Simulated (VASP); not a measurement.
Wanted: the native input for a VASP 6.6.1 run.

```yaml
Task: single point
Functional: PBE
Potentials_or_basis: VASP PAW PBE potentials, release 64 (Si)
Cutoff: 520 eV
k_mesh: 8 × 8 × 6
Occupations: gaussian, width 0.05 eV
Spin: no spin polarisation
Dipole_correction: no
Further_INCAR_settings: ALGO = Normal; EDIFF = 1e-06; NBANDS = 16
```

The structure of Si lies in POSCAR:

```
Si
1.0
    0.0000000000     -2.7347607592     -2.7347607592
    0.0000000000      2.7347607592     -2.7347607592
    5.4695215184      0.0000000000      0.0000000000
Si
4
Direct
    0.5123848346      0.4957801604      0.0000000000
   -0.0123848346      0.0042198396      0.5000000000
    0.9915724429      0.4812078718      0.2500000000
    0.5084275571      0.0187921282      0.7500000000
```

This cell differs from its parent crystal: atoms displaced along several vibrational modes.

The input as run:

INCAR

```
SYSTEM = Si
PREC = Accurate ; ENCUT = 520
EDIFF = 1E-6 ; ISMEAR = 0
SIGMA = 0.05 ; LREAL = .FALSE.
LASPH = .TRUE. ; NELM = 80
ALGO = Normal ; ISIF = 2
LWAVE = .FALSE. ; LCHARG = .FALSE.
GGA = PE ; NBANDS = 16
```

KPOINTS

```
regular mesh
0
G
  8 8 6
  0 0 0
```

Potentials or basis: VASP PAW PBE potentials, release 64 (Si).

Command:

```bash
$ cat potpaw_PBE.64/Si/POTCAR > POTCAR
$ mpirun -np 1 vasp_std > vasp.out
```

Results of the run:

```yaml
Pressure: 0.6 GPa
Largest_force: 1.271 eV/Å
Band_gap_on_the_k_mesh: 0.55 eV
```

Caveat: the cell differs from its parent crystal (atoms displaced along several vibrational modes); forces of over 1 eV/Å act on the atoms, so gaps and moduli don't describe the material at rest.

Run time: 58 s on 1 thread of AMD EPYC 9R45 96-Core Processor (Zen 5), on a shared host, peak memory 0.23 GiB.
